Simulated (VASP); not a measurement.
# Ba3O2 (P-3m1) in VASP: a series of runs

The runs below take Ba3O2 through relaxation of cell and atoms, single point, with PBE.

Everything below comes from runs of VASP 6.6.1. Logs are shortened: lines on timing, memory, paths and dates and some standing lists are left out, and cuts for length are marked.

**1. The cell of the first run**

It takes space group P-3m1 (No. 164, trigonal). The conventional cell has a = 3.975 Å, b = 3.975 Å, c = 10.413 Å, α = 90.00°, β = 90.00°, γ = 120.00°. Ba (site symmetry -3m) has 6 O at 2.87 Å and 12 Ba at 3.83 to 3.97 Å within 4.0 Å. Within 3.5 Å of Ba (site symmetry 3m) lie 3 O at 2.66 Å. Within 3.5 Å of O (site symmetry 3m) lie 6 Ba at 2.66 to 2.87 Å.

**2. Relaxation of cell and atoms, PBE**

INCAR reads:

```
  PREC = Accurate
  ENCUT = 600
  EDIFF = 1E-7
  ISMEAR = 0
  SIGMA = 0.1
  LREAL = False
  LASPH = True
  NELM = 100
  ALGO = Normal
  ISIF = 3
  LWAVE = False
  LCHARG = False
  GGA = PE
  IBRION = 2
  NSW = 100
  EDIFFG = -0.01
```

KPOINTS reads:

```
regular mesh
0
Gamma
  12 12 4
```

POSCAR reads:

```
Ba3O2
1.0
    3.9748428807      0.0000000000      0.0000000000
   -1.9874214403      3.4423149107      0.0000000000
    0.0000000000      0.0000000000     10.4133330692
Ba O
3 2
Direct
    0.0000000000      0.0000000000      0.0000000000
    0.3333333333      0.6666666667      0.7060430081
    0.6666666667      0.3333333333      0.2939569919
    0.3333333333      0.6666666667      0.1648529140
    0.6666666667      0.3333333333      0.8351470860
```

Potentials or basis: VASP PAW PBE potentials, release 64 (Ba_sv, O).

On the command line:

```
$ cat potpaw_PBE.64/Ba_sv/POTCAR potpaw_PBE.64/O/POTCAR > POTCAR
$ mpirun -np 1 vasp_std > vasp.out
```

OUTCAR:

```text
PREC = Accurate
   ENCUT = 600
   EDIFF = 1E-7
   ISMEAR = 0
   LREAL = False
   LASPH = True
   NELM = 100
   ISIF = 3
   GGA = PE
   IBRION = 2
   NSW = 100
   EDIFFG = -0.01

 ion  position               nearest neighbor table
   1  0.000  0.000  0.000-   4 2.87   5 2.87   4 2.87   5 2.87   5 2.87   4 2.87   2 3.83   3 3.83
                             2 3.83   3 3.83   2 3.83   3 3.83
   2  0.333  0.667  0.706-   5 2.66   5 2.66   5 2.66   1 3.83   1 3.83   1 3.83
   3  0.667  0.333  0.294-   4 2.66   4 2.66   4 2.66   1 3.83   1 3.83   1 3.83
   4  0.333  0.667  0.165-   3 2.66   3 2.66   3 2.66   1 2.87   1 2.87   1 2.87
   5  0.667  0.333  0.835-   2 2.66   2 2.66   2 2.66   1 2.87   1 2.87   1 2.87

  LATTYP: Found a hexagonal cell.
 ALAT       =     3.9748428807
 C/A-ratio  =     2.6198099854

  Lattice vectors:

 A1 = (   3.9748428807,   0.0000000000,   0.0000000000)
 A2 = (  -1.9874214403,   3.4423149107,   0.0000000000)
 A3 = (   0.0000000000,   0.0000000000,  10.4133330692)

Analysis of symmetry for initial positions (statically):
=====================================================================
 Subroutine PRICEL returns:
 Original cell was already a primitive cell.

 Routine SETGRP: Setting up the symmetry group for a
 hexagonal supercell.

 Subroutine GETGRP returns: Found 12 space group operations
 (whereof 12 operations were pure point group operations)
 out of a pool of 24 trial point group operations.

The static configuration has the point symmetry D_3d.

Analysis of symmetry for dynamics (positions and initial velocities):
=====================================================================
 Subroutine PRICEL returns:
 Original cell was already a primitive cell.

 Routine SETGRP: Setting up the symmetry group for a
 hexagonal supercell.

 Subroutine GETGRP returns: Found 12 space group operations
 (whereof 12 operations were pure point group operations)
 out of a pool of 24 trial point group operations.

The dynamic configuration has the point symmetry D_3d.

 Subroutine INISYM returns: Found 12 space group operations
 (whereof 12 operations are pure point group operations),
 and found     1 'primitive' translations

----------------------------------------------------------------------------------------

                                     Primitive cell

  volume of cell :     142.4821

  direct lattice vectors                    reciprocal lattice vectors
     3.974842881  0.000000000  0.000000000     0.251582271  0.145251092  0.000000000
    -1.987421440  3.442314911  0.000000000     0.000000000  0.290502184  0.000000000
     0.000000000  0.000000000 10.413333069     0.000000000  0.000000000  0.096030732

  length of vectors
     3.974842881  3.974842881 10.413333069     0.290502184  0.290502184  0.096030732

  position of ions in fractional coordinates (direct lattice)
     0.000000000  0.000000000  0.000000000
     0.333333333  0.666666667  0.706043008
     0.666666667  0.333333333  0.293956992
     0.333333333  0.666666667  0.164852914
     0.666666667  0.333333333  0.835147086

  ion indices of the primitive-cell ions
   primitive index   ion index
                 1           1
                 2           2
                 3           3
                 4           4
                 5           5

----------------------------------------------------------------------------------------

 KPOINTS: regular mesh

Automatic generation of k-mesh.
 Grid dimensions read from file:
 generate k-points for:   12   12    4

 Generating k-lattice:

  Cartesian coordinates                     Fractional coordinates (reciprocal lattice)
     0.020965189  0.012104258  0.000000000     0.083333333 -0.000000000  0.000000000
     0.000000000  0.024208515  0.000000000     0.000000000  0.083333333  0.000000000
     0.000000000  0.000000000  0.024007683     0.000000000  0.000000000  0.250000000

  Length of vectors
     0.024208515  0.024208515  0.024007683

  Shift w.r.t. Gamma in fractional coordinates (k-lattice)
     0.000000000  0.000000000  0.000000000

 Subroutine IBZKPT returns following result:
 ===========================================

 Found     69 irreducible k-points:

 Following reciprocal coordinates:
            Coordinates               Weight
  0.000000  0.000000  0.000000      1.000000
  0.083333 -0.000000  0.000000      6.000000
  0.166667  0.000000  0.000000      6.000000
  0.250000 -0.000000  0.000000      6.000000
  0.333333 -0.000000  0.000000      6.000000
  0.416667 -0.000000  0.000000      6.000000
[... 16 lines left out ...]
  0.166667  0.000000  0.250000      6.000000
  0.000000  0.166667  0.250000      6.000000
 [... further k-points ...]
   k-points           NKPTS =     69   k-points in BZ     NKDIM =     69   number of bands    NBANDS=     25
   number of dos      NEDOS =    301   number of ions     NIONS =      5
   total plane-waves  NPLWV =  86016
   dimension x,y,z NGX =    32 NGY =   32 NGZ =   84
   dimension x,y,z NGXF=    64 NGYF=   64 NGZF=  168
   ions per type =               3   2
   NGX,Y,Z   is equivalent  to a cutoff of  13.38, 13.38, 13.41 a.u.
   NGXF,Y,Z  is equivalent  to a cutoff of  26.77, 26.77, 26.82 a.u.
 SYSTEM =  unknown system
   PREC   = accura    normal or accurate (medium, high low for compatibility)
   ISTART =      0    job   : 0-new  1-cont  2-samecut
   ICHARG =      2    charge: 1-file 2-atom 10-const
   ISPIN  =      1    spin polarized calculation?
   LNONCOLLINEAR =      F non collinear calculations
   LSORBIT =      F    spin-orbit coupling
   LASPH  =      T    aspherical Exc in radial PAW
   ENCUT  =  600.0 eV  44.10 Ry    6.64 a.u.   7.94  7.94 20.80*2*pi/ulx,y,z
   NELM   =    100;   NELMIN=  2; NELMDL= -5     # of ELM steps
   EDIFF  = 0.1E-06   stopping-criterion for ELM
   LREAL  =      F    real-space projection
   EDIFFG = -.1E-01   stopping-criterion for IOM
   NSW    =    100    number of steps for IOM
   IBRION =      2    ionic relax: 0-MD 1-quasi-New 2-CG
   NFREE  =      1    steps in history (QN), initial steepest desc. (CG)
   ISIF   =      3    stress and relaxation
   ISYM   =      2    0-nonsym 1-usesym 2-fastsym
   POTIM  = 0.5000    time-step for ionic-motion
   TEBEG  =    0.0;   TEEND  =   0.0 temperature during run
   PSTRESS=    0.0 pullay stress
   NELECT =      42.0000    total number of electrons
   NUPDOWN=      -1.0000    fix difference up-down
   EMIN   =  10.00;   EMAX   =-10.00  energy-range for DOS
   EFERMI =   0.00;   METHOD = LEGACY
   ISMEAR =     0;   SIGMA  =   0.10  broadening in eV -4-tet -1-fermi 0-gaus
   EFERMI_NEDOS =   21; number of points for ismear=-14 and -15
   IALGO  =     38    algorithm
   IMIX   =      4    mixing-type and parameters
     AMIX     =   0.40;   BMIX     =  1.00
     AMIX_MAG =   1.60;   BMIX_MAG =  1.00
  volume/ion in A,a.u.               =      28.50       192.30
  Fermi-wavevector in a.u.,A,eV,Ry     =   1.089527  2.058907 16.151042  1.187068
  Thomas-Fermi vector in A             =   2.225732
   LORBIT       =      0    0 simple, 1 ext, 2 COOP (PROOUT), +10 PAW based schemes
   GGA     = PE    functional components
   LHFCALC =     F    Hartree Fock is set to
   AEXX    =    0.0000 exact exchange contribution
   IVDW    =     0    specifies the selected vdW correction
   LEPSILON=     F    determine dielectric tensor
   LRPA    =     F    only Hartree local field effects (RPA)
 conjugate gradient relaxation of ions
 non-spin polarized calculation
 Gauss-broadening in eV      SIGMA  =   0.10
  energy-cutoff  :      600.00
  volume of cell :      142.48
 maximum number of plane-waves:      4785
   NGX = 15   NGY = 15   NGZ = 41

--------------------------------------- Ionic step        1  -------------------------------------------

 number of electron      41.9999999 magnetization

 Free energy of the ion-electron system (eV)
  ---------------------------------------------------
  ext. energy  EPLUGINS =         0.00000000
  ---------------------------------------------------
  free energy    TOTEN  =       -25.10505336 eV

  energy without entropy =      -25.09025209  energy(sigma->0) =      -25.09765273

 E-fermi :   3.6696     XC(G=0):  -8.8397

 val. band max:        3.6655842149   @ k =   0.2500   0.2500   0.0000
 cond. band min:       3.6798260003   @ k =   0.0000   0.4167   0.2500
 fundamental gap:      0.0142417854
 Fermi energy:         3.6695730446

 k-point     1 :       0.0000    0.0000    0.0000
  band No.  band energies     occupation
      1     -25.1436      2.00000
      2     -25.0935      2.00000
      3     -24.8208      2.00000
      4     -14.7773      2.00000
      5     -14.5323      2.00000
      6     -10.0517      2.00000
[... 661 lines left out ...]
     24       4.7390      0.00000
     25       5.7411      0.00000

 [... further k-points ...]
[... 5 lines left out ...]
  --------------------------------------------------------------------------------------
  -------------------------------------------------------------------------------------
  Total        1.0599913      1.0599913      1.0393995      0.0000000     -0.0000000      0.0000000
  in kB       11.9193492     11.9193492     11.6877992      0.0000000     -0.0000000      0.0000000
  external PRESSURE =      11.8421659 kB  Pullay stress =       0.0000000 kB
[... 180 lines left out ...]
  energy  without entropy=      -25.1095335349  energy(sigma->0) =      -25.11707715

--------------------------------------- Ionic step        6  -------------------------------------------

 number of electron      41.9999998 magnetization

 Free energy of the ion-electron system (eV)
  ---------------------------------------------------
  ext. energy  EPLUGINS =         0.00000000
  ---------------------------------------------------
  free energy    TOTEN  =       -25.12478091 eV

  energy without entropy =      -25.10962457  energy(sigma->0) =      -25.11720274

 E-fermi :   3.5410     XC(G=0):  -8.7644

 val. band max:        3.5401971558   @ k =   0.3333   0.0833   0.0000
 cond. band min:       3.5485580867   @ k =   0.0000   0.4167   0.2500
 fundamental gap:      0.0083609309
 Fermi energy:         3.5410270390

 k-point     1 :       0.0000    0.0000    0.0000
  band No.  band energies     occupation
      1     -25.2855      2.00000
      2     -25.2491      2.00000
      3     -24.9497      2.00000
      4     -14.7570      2.00000
      5     -14.5216      2.00000
      6     -10.2296      2.00000
[... 661 lines left out ...]
     24       4.6184      0.00000
     25       5.5503      0.00000

 [... further k-points ...]
[... 5 lines left out ...]
  --------------------------------------------------------------------------------------
  -------------------------------------------------------------------------------------
  Total        0.0327597      0.0327597     -0.0173403      0.0000000      0.0000000      0.0000000
  in kB        0.3607323      0.3607323     -0.1909427      0.0000000      0.0000000      0.0000000
  external PRESSURE =       0.1768406 kB  Pullay stress =       0.0000000 kB
[... 20 lines left out ...]
  FREE ENERGIE OF THE ION-ELECTRON SYSTEM (eV)
  ---------------------------------------------------
  free  energy   TOTEN  =       -25.1247809147 eV

  energy  without entropy=      -25.1096245709  energy(sigma->0) =      -25.11720274

 reached required accuracy - stopping structural energy minimisation
```

It took 11 min on 1 thread of Intel Xeon 6975P-C (Granite Rapids), shared host; peak memory 0.48 GiB.

Results:

| Item | Value |
| --- | --- |
| Free energy | -25.1248 eV |
| Relaxed volume | 29.10 Å³/atom |
| Relaxed cell | a = 4.007 Å, b = 4.007 Å, c = 10.465 Å, α = 90.00°, β = 90.00°, γ = 120.00° |
| Space group after relaxing (to 0.1 Å) | P-3m1 (No. 164) |
| Energy gained by relaxing | 3.9 meV/atom |
| Ionic steps | 6 |
| Pressure after relaxing | 0.0 GPa |
| Largest force after relaxing | 0.005 eV/Å |
| Band gap on the k mesh | zero (bands 21 and 22 overlap by 0.70 eV) |

Forces in eV/Å, atoms in the order of the input:
```
Ba   0.000  0.000  0.000
Ba   0.000  0.000 -0.003
Ba   0.000  0.000  0.003
O    0.000  0.000  0.005
O    0.000  0.000 -0.005
```

Step by step:
```csv
step,energy change (eV),largest force (eV/Å),pressure (GPa),volume (Å³)
1,0.0000,0.2308,1.18,142.48
2,-0.0168,0.0591,-0.20,146.87
3,-0.0169,0.0742,-0.08,146.45
4,-0.0179,0.0611,-0.06,146.27
5,-0.0196,0.0208,-0.01,145.73
6,-0.0197,0.0051,0.02,145.50
```

Final structure:
```xyz
5
Lattice="4.0067 0.0000 0.0000 -2.0034 3.4699 0.0000 0.0000 0.0000 10.4655" Properties=species:S:1:pos:R:3 pbc="T T T"
Ba    4.0067    0.0000    0.0000
Ba    0.0000    2.3133    7.3587
Ba    2.0034    1.1566    3.1068
O     0.0000    2.3133    1.7053
O     2.0034    1.1566    8.7602
```

Caveat: spin-orbit coupling is left out, which moves the levels of the heavy elements.

**3. Single point, PBE**

INCAR reads:

```
ALGO = Normal
EDIFF = 1E-6
ENCUT = 520
GGA = PE
ISIF = 2
ISMEAR = 0
LASPH = True
LCHARG = True
LELF = True
LREAL = False
LVHAR = True
LWAVE = False
NBANDS = 29
NELM = 80
PREC = Accurate
SIGMA = 0.1
```

KPOINTS reads:

```
k-points
0
Gamma
  12 12 4
```

POSCAR reads:

```
Ba3O2
1.0
    3.9751639115      0.0000000000      0.0000000000
   -1.9875819557      3.4425929316      0.0000000000
    0.0000000000      0.0000000000     10.4272807328
Ba O
3 2
Direct
    0.0000000000      0.0000000000      0.0000000000
    0.3333333333      0.6666666667      0.7052099863
    0.6666666667      0.3333333333      0.2947900137
    0.3333333333      0.6666666667      0.1646481382
    0.6666666667      0.3333333333      0.8353518618
```

Potentials or basis: VASP PAW PBE potentials, release 64 (Ba_sv, O).

On the command line:

```
$ cat potpaw_PBE.64/Ba_sv/POTCAR potpaw_PBE.64/O/POTCAR > POTCAR
$ mpirun -np 1 vasp_std > vasp.out
```

Wall time 2.5 min (1 thread of AMD EPYC 9R45 (Zen 5), shared host); peak memory 0.37 GiB.

The run converged. Its results:

| Item | Value |
| --- | --- |
| Free energy | -25.1065 eV |
| Pressure | 1.1 GPa |
| Largest force | 0.182 eV/Å |
| Band gap on the k mesh | zero (bands 21 and 22 overlap by 0.78 eV) |

Forces on the atoms (eV/Å):
```
Ba   0.000  0.000  0.000
Ba   0.000  0.000 -0.182
Ba   0.000  0.000  0.182
O    0.000  0.000 -0.077
O    0.000  0.000  0.077
```

Stress tensor (GPa, compression positive):
```
1.13 0.00 0.00
0.00 1.13 0.00
0.00 0.00 0.98
```

Levels at points of the mesh, in eV from the Fermi level:
| k point | band 19 | band 20 | band 21 | band 22 | band 23 | band 24 |
| --- | --- | --- | --- | --- | --- | --- |
| (0.00, 0.00, 0.00) | -3.81 | -3.81 | -1.71 | 0.54 | 1.20 | 1.28 |
| (0.50, 0.00, 0.00) | -3.53 | -3.31 | -0.72 | 0.16 | 0.41 | 1.38 |
| (0.00, 0.00, 0.50) | -3.81 | -3.81 | -1.41 | -0.05 | 1.23 | 1.28 |
| (0.50, 0.00, 0.50) | -3.52 | -3.30 | -0.53 | 0.08 | 0.61 | 0.61 |

Caveat: spin-orbit coupling is left out, which moves the levels of the heavy elements.
